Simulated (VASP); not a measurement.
# Al3Cu (R-3m) in VASP: notebook, part 2 of 2

VASP 6.6.1.

### Step 3. Single point, PBEsol

This run uses another cell than the first one, of the same volume but with other edges.

Contents of INCAR:

```
PREC     = Accurate       # precision mode
ENCUT    = 520            # plane-wave cutoff, eV
EDIFF    = 1E-6           # SCF threshold, eV
ISMEAR   = 0              # smearing method
SIGMA    = 0.15           # smearing width, eV
LREAL    = F              # projectors in reciprocal space
LASPH    = T              # aspherical terms in the spheres
NELM     = 60             # most SCF steps
ALGO     = Fast           # electronic algorithm
ISIF     = 2              # what is computed and relaxed
LWAVE    = F              # write WAVECAR
LCHARG   = T              # write CHGCAR
GGA      = PS             # functional
LELF     = T              # ELF
LVHAR    = T            
NBANDS   = 18             # bands
```

Contents of KPOINTS:

```
Automatic mesh
0
Gamma
  14 14 14
```

Contents of POSCAR:

```
Al3Cu
1.0
    4.0223186150      0.7609791974      0.7609791974
    0.7609791974      4.0223186150      0.7609791974
    0.7609791974      0.7609791974      4.0223186150
Al Cu
3 1
Direct
    0.0000000000      0.5000000000      0.5000000000
    0.5000000000      0.0000000000      0.5000000000
    0.5000000000      0.5000000000      0.0000000000
    0.0000000000      0.0000000000      0.0000000000
```

Potentials or basis: VASP PAW PBE potentials, release 64 (Al, Cu).

Command:

```sh
$ cat potpaw_PBE.64/Al/POTCAR potpaw_PBE.64/Cu/POTCAR > POTCAR
$ mpirun -np 1 vasp_std > vasp.out
```

OUTCAR:

```text
PREC = Accurate
   ENCUT = 520
   EDIFF = 1E-6
   ISMEAR = 0
   LREAL = F
   LASPH = T
   NELM = 60
   ISIF = 2
   GGA = PS

 ion  position               nearest neighbor table
   1  0.000  0.500  0.500-   3 2.31   4 2.31   2 2.31   4 2.31   2 2.31   3 2.31
   2  0.500  0.000  0.500-   3 2.31   4 2.31   1 2.31   3 2.31   1 2.31   4 2.31
   3  0.500  0.500  0.000-   1 2.31   2 2.31   2 2.31   4 2.31   1 2.31   4 2.31
   4  0.000  0.000  0.000-   1 2.31   2 2.31   1 2.31   3 2.31   2 2.31   3 2.31

  LATTYP: Found a trigonal (rhomboedric) cell.
 ALAT       =     4.1637994330
 COS(alpha) =     0.3865030675

  Lattice vectors:

 A1 = (   4.0223186150,   0.7609791974,   0.7609791974)
 A2 = (   0.7609791974,   4.0223186150,   0.7609791974)
 A3 = (   0.7609791974,   0.7609791974,   4.0223186150)

Analysis of symmetry for initial positions (statically):
=====================================================================
 Subroutine PRICEL returns:
 Original cell was already a primitive cell.

 Routine SETGRP: Setting up the symmetry group for a
 trigonal (rhombohedral) supercell.

 Subroutine GETGRP returns: Found 12 space group operations
 (whereof 12 operations were pure point group operations)
 out of a pool of 12 trial point group operations.

The static configuration has the point symmetry D_3d.

Analysis of symmetry for dynamics (positions and initial velocities):
=====================================================================
 Subroutine PRICEL returns:
 Original cell was already a primitive cell.

 Routine SETGRP: Setting up the symmetry group for a
 trigonal (rhombohedral) supercell.

 Subroutine GETGRP returns: Found 12 space group operations
 (whereof 12 operations were pure point group operations)
 out of a pool of 12 trial point group operations.

The dynamic configuration has the point symmetry D_3d.

 Subroutine INISYM returns: Found 12 space group operations
 (whereof 12 operations are pure point group operations),
 and found     1 'primitive' translations

----------------------------------------------------------------------------------------

                                     Primitive cell

  volume of cell :      58.9708

  direct lattice vectors                    reciprocal lattice vectors
     4.022318615  0.760979197  0.760979197     0.264537047 -0.042085439 -0.042085439
     0.760979197  4.022318615  0.760979197    -0.042085439  0.264537047 -0.042085439
     0.760979197  0.760979197  4.022318615    -0.042085439 -0.042085439  0.264537047

  length of vectors
     4.163799433  4.163799433  4.163799433     0.271149806  0.271149806  0.271149806

  position of ions in fractional coordinates (direct lattice)
     0.000000000  0.500000000  0.500000000
     0.500000000  0.000000000  0.500000000
     0.500000000  0.500000000  0.000000000
     0.000000000  0.000000000  0.000000000

  ion indices of the primitive-cell ions
   primitive index   ion index
                 1           1
                 2           2
                 3           3
                 4           4

----------------------------------------------------------------------------------------

 KPOINTS: Automatic mesh

Automatic generation of k-mesh.
 Grid dimensions read from file:
 generate k-points for:   14   14   14

 Generating k-lattice:

  Cartesian coordinates                     Fractional coordinates (reciprocal lattice)
     0.018895503 -0.003006103 -0.003006103     0.071428571  0.000000000  0.000000000
    -0.003006103  0.018895503 -0.003006103     0.000000000  0.071428571  0.000000000
    -0.003006103 -0.003006103  0.018895503     0.000000000  0.000000000  0.071428571

  Length of vectors
     0.019367843  0.019367843  0.019367843

  Shift w.r.t. Gamma in fractional coordinates (k-lattice)
     0.000000000  0.000000000  0.000000000

 Subroutine IBZKPT returns following result:
 ===========================================

 Found    288 irreducible k-points:

 Following reciprocal coordinates:
            Coordinates               Weight
  0.000000  0.000000  0.000000      1.000000
  0.071429 -0.000000 -0.000000      6.000000
  0.142857  0.000000  0.000000      6.000000
  0.214286 -0.000000  0.000000      6.000000
  0.285714  0.000000  0.000000      6.000000
  0.357143 -0.000000 -0.000000      6.000000
[... 16 lines left out ...]
  0.214286  0.142857  0.000000     12.000000
  0.285714  0.142857  0.000000     12.000000
 [... further k-points ...]
   k-points           NKPTS =    288   k-points in BZ     NKDIM =    288   number of bands    NBANDS=     18
   number of dos      NEDOS =    301   number of ions     NIONS =      4
   total plane-waves  NPLWV =  32768
   dimension x,y,z NGX =    32 NGY =   32 NGZ =   32
   dimension x,y,z NGXF=    64 NGYF=   64 NGZF=   64
   ions per type =               3   1
   NGX,Y,Z   is equivalent  to a cutoff of  12.78, 12.78, 12.78 a.u.
   NGXF,Y,Z  is equivalent  to a cutoff of  25.55, 25.55, 25.55 a.u.
 SYSTEM =  unknown system
   PREC   = accura    normal or accurate (medium, high low for compatibility)
   ISTART =      0    job   : 0-new  1-cont  2-samecut
   ICHARG =      2    charge: 1-file 2-atom 10-const
   ISPIN  =      1    spin polarized calculation?
   LNONCOLLINEAR =      F non collinear calculations
   LSORBIT =      F    spin-orbit coupling
   LASPH  =      T    aspherical Exc in radial PAW
   ENCUT  =  520.0 eV  38.22 Ry    6.18 a.u.   7.74  7.74  7.74*2*pi/ulx,y,z
   NELM   =     60;   NELMIN=  2; NELMDL= -5     # of ELM steps
   EDIFF  = 0.1E-05   stopping-criterion for ELM
   LREAL  =      F    real-space projection
   EDIFFG = 0.1E-04   stopping-criterion for IOM
   NSW    =      0    number of steps for IOM
   IBRION =     -1    ionic relax: 0-MD 1-quasi-New 2-CG
   NFREE  =      0    steps in history (QN), initial steepest desc. (CG)
   ISIF   =      2    stress and relaxation
   ISYM   =      2    0-nonsym 1-usesym 2-fastsym
   POTIM  = 0.5000    time-step for ionic-motion
   TEBEG  =    0.0;   TEEND  =   0.0 temperature during run
   PSTRESS=    0.0 pullay stress
   NELECT =      20.0000    total number of electrons
   NUPDOWN=      -1.0000    fix difference up-down
   EMIN   =  10.00;   EMAX   =-10.00  energy-range for DOS
   EFERMI =   0.00;   METHOD = LEGACY
   ISMEAR =     0;   SIGMA  =   0.15  broadening in eV -4-tet -1-fermi 0-gaus
   EFERMI_NEDOS =   21; number of points for ismear=-14 and -15
   IALGO  =     68    algorithm
   IMIX   =      4    mixing-type and parameters
     AMIX     =   0.40;   BMIX     =  1.00
     AMIX_MAG =   1.60;   BMIX_MAG =  1.00
  volume/ion in A,a.u.               =      14.74        99.49
  Fermi-wavevector in a.u.,A,eV,Ry     =   1.141666  2.157437 17.733861  1.303402
  Thomas-Fermi vector in A             =   2.278366
   LORBIT       =      0    0 simple, 1 ext, 2 COOP (PROOUT), +10 PAW based schemes
   GGA     = PS    functional components
   LHFCALC =     F    Hartree Fock is set to
   AEXX    =    0.0000 exact exchange contribution
   IVDW    =     0    specifies the selected vdW correction
   LEPSILON=     F    determine dielectric tensor
   LRPA    =     F    only Hartree local field effects (RPA)
 non-spin polarized calculation
 RMM-DIIS sequential band-by-band and
 Gauss-broadening in eV      SIGMA  =   0.15
  energy-cutoff  :      520.00
  volume of cell :       58.97
 maximum number of plane-waves:      1613
   NGX = 15   NGY = 15   NGZ = 15

 number of electron      20.0000006 magnetization

 Free energy of the ion-electron system (eV)
  ---------------------------------------------------
  ext. energy  EPLUGINS =         0.00000000
  ---------------------------------------------------
  free energy    TOTEN  =       -13.46011154 eV

  energy without entropy =      -13.44975151  energy(sigma->0) =      -13.45493152

 E-fermi :   8.2613     XC(G=0): -10.7194

 val. band max:        8.2579236283   @ k =  -0.3571   0.1429   0.0000
 cond. band min:       8.2666390665   @ k =  -0.2857   0.3571   0.0714
 fundamental gap:      0.0087154382
 Fermi energy:         8.2613488684

 k-point     1 :       0.0000    0.0000    0.0000
  band No.  band energies     occupation
      1      -3.3070      2.00000
      2       2.7050      2.00000
      3       2.7050      2.00000
      4       3.7247      2.00000
      5       3.7247      2.00000
      6       3.8721      2.00000
[... 10 lines left out ...]
     17      13.5328      0.00000
     18      14.1625      0.00000
[... 466 lines left out ...]
      2       1.9620      2.00000
      3       2.7999      2.00000
      4       3.3981      2.00000
      5       3.6019      2.00000
      6       3.7133      2.00000
[... 10 lines left out ...]
     17      15.2267      0.00000
     18      15.9908      0.00000

 [... further k-points ...]
[... 5 lines left out ...]
  --------------------------------------------------------------------------------------
  -------------------------------------------------------------------------------------
  Total       12.9658097     12.9658097     12.9658097     -7.7133748     -7.7133748     -7.7133748
  in kB      352.2680910    352.2680910    352.2680910   -209.5646838   -209.5646838   -209.5646838
  external PRESSURE =     352.2680910 kB  Pullay stress =       0.0000000 kB

 VOLUME and BASIS-vectors are now :
 -----------------------------------------------------------------------------
  energy-cutoff  :      520.00
  volume of cell :       58.97
      direct lattice vectors                 reciprocal lattice vectors
     4.022318615  0.760979197  0.760979197     0.264537047 -0.042085439 -0.042085439
     0.760979197  4.022318615  0.760979197    -0.042085439  0.264537047 -0.042085439
     0.760979197  0.760979197  4.022318615    -0.042085439 -0.042085439  0.264537047

 POSITION                                       TOTAL-FORCE (eV/Angst)
 -----------------------------------------------------------------------------------
      0.76098      2.39165      2.39165         0.000000      0.000000     -0.000000
      2.39165      0.76098      2.39165        -0.000000     -0.000000     -0.000000
      2.39165      2.39165      0.76098         0.000000      0.000000      0.000000
      0.00000      0.00000      0.00000        -0.000000      0.000000     -0.000000
 -----------------------------------------------------------------------------------
    total drift:                               -0.000000     -0.000000     -0.000000

  FREE ENERGIE OF THE ION-ELECTRON SYSTEM (eV)
  ---------------------------------------------------
  free  energy   TOTEN  =       -13.4601115362 eV

  energy  without entropy=      -13.4497515103  energy(sigma->0) =      -13.45493152
```

Run time: 1.9 min. Hardware: 1 thread of Intel Xeon 6975P-C (Granite Rapids), shared host; peak memory 0.4 GiB.

What came out:

| Property | Result |
| --- | --- |
| Free energy | -13.4601 eV |
| Pressure | 35.2 GPa |
| Band gap on the k mesh | zero (bands 10 and 11 overlap by 2.35 eV) |

Stress tensor (GPa, compression positive):
```
 35.23 -20.96 -20.96
-20.96  35.23 -20.96
-20.96 -20.96  35.23
```

Caveat: the cell stands under pressure; the PAW data sets were made with another functional, which shifts forces and pressure a little.
